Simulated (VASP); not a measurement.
Input of a VASP 6.6.1 run:

INCAR

```
PREC     = Accurate       # precision mode
ENCUT    = 520            # plane-wave cutoff, eV
EDIFF    = 1E-7           # SCF threshold, eV
ISMEAR   = 0              # smearing method
SIGMA    = 0.05           # smearing width, eV
LREAL    = F              # projectors in reciprocal space
LASPH    = T              # aspherical terms in the spheres
NELM     = 100            # most SCF steps
ALGO     = Normal         # electronic algorithm
ISIF     = 2              # what is computed and relaxed
LWAVE    = F              # write WAVECAR
LCHARG   = T              # write CHGCAR
GGA      = PS             # functional
LELF     = T              # ELF
LVHAR    = T            
NBANDS   = 28             # bands
```

File KPOINTS:

```
Automatic mesh
0
Gamma
  8 6 6
```

File POSCAR:

```
SnO
1.0
    3.3550050000      0.0629063438      0.0000000000
    0.1063894500      5.6741040000      0.0000000000
    0.0000000000      0.0000000000      4.2219700000
Sn O
2 2
Direct
    0.0000000000      0.2319090000      0.5131440000
    0.5000000000      0.7680910000      0.0131440000
    0.0000000000      0.8912500000      0.7368570000
    0.5000000000      0.1087500000      0.2368570000
```

Potentials or basis: VASP PAW PBE potentials, release 64 (Sn_d, O).

Launch:

```bash
$ cat potpaw_PBE.64/Sn_d/POTCAR potpaw_PBE.64/O/POTCAR > POTCAR
$ mpirun -np 1 vasp_std > vasp.out
```

Predict the largest force.

0.382 eV/Å.

Predict the band gap on the k mesh.

1.33 eV, indirect (least direct gap 1.95 eV).

Stress tensor (GPa, compression positive):
```
-3.44 -0.99  0.00
-0.99 -2.55  0.00
 0.00  0.00 -2.47
```

Caveat: the cell differs from its parent crystal (strain +0.0375 x Voigt [0, 0, 0, 0, 0, 1]); the PAW data sets were made with another functional, which shifts forces and pressure a little; spin-orbit coupling is left out, which moves the levels of the heavy elements. A k mesh can miss the band edges.
